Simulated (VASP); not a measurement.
B5P: relaxation of cell and atoms with PBE

The system is B5P.

```xyz
6
Lattice="0.0000 3.1397 3.1397 3.1397 0.0000 3.1397 3.1397 3.1397 0.0000" Properties=species:S:1:pos:R:3 pbc="T T T"
B     5.7816    5.7816    5.7816
B     3.6376    3.6376    5.7816
B     3.6376    5.7816    3.6376
B     5.7816    3.6376    3.6376
B     3.1397    3.1397    3.1397
P     4.7096    4.7096    4.7096
```

The cell was built from a structure type or drawn by symmetry, and may not be a known phase.

```
Program                : VASP 6.6.1
Task                   : relaxation of cell and atoms
Functional             : PBE
Potentials or basis    : VASP PAW PBE potentials, release 64 (B, P)
Cutoff                 : 500 eV
k mesh                 : 5 × 5 × 5
Occupations            : gaussian, width 0.2 eV
Spin                   : no spin polarisation
Dipole correction      : no
Further INCAR settings : ALGO = Normal; EDIFF = 1e-07; IBRION = 2; EDIFFG = -0.08; NSW = 36; ISIF = 3
```

The relaxed volume is 12.52 Å³/atom and the relaxed cell is a = 4.736 Å, b = 4.736 Å, c = 4.736 Å, α = 60.00°, β = 60.00°, γ = 60.00°. The space group after relaxing (to 0.1 Å) is F-43m (No. 216). The pressure after relaxing is -0.1 GPa and the largest force after relaxing is 0.009 eV/Å. The band gap on the k mesh is zero (bands 10 and 11 overlap by 1.40 eV).

Forces in eV/Å, atoms in the order of the input:
```
B   -0.005 -0.005 -0.005
B    0.005  0.005 -0.005
B    0.005 -0.005  0.005
B   -0.005  0.005  0.005
B    0.000  0.000  0.000
P    0.000  0.000  0.000
```

Final structure:
```
B P
1.0
     0.00000    3.34858    3.34858
     3.34858    0.00000    3.34858
     3.34858    3.34858    0.00000
B P
5 1
Cartesian
  6.1019 6.1019 6.1019
  3.9439 3.9439 6.1019
  3.9439 6.1019 3.9439
  6.1019 3.9439 3.9439
  3.3486 3.3486 3.3486
  5.0229 5.0229 5.0229
```

Levels at points of the mesh, in eV from the Fermi level:
```csv
k point,band 8,band 9,band 10,band 11,band 12,band 13
"(0.00, 0.00, 0.00)",-4.13,-4.01,0.09,0.09,1.53,1.53
```

Run time: 2.5 min on 1 thread of Intel Xeon 8259CL, on a shared host, peak memory 0.17 GiB.

Caveat: the volume moved by over 15 % at a fixed basis, so the end points are rough.
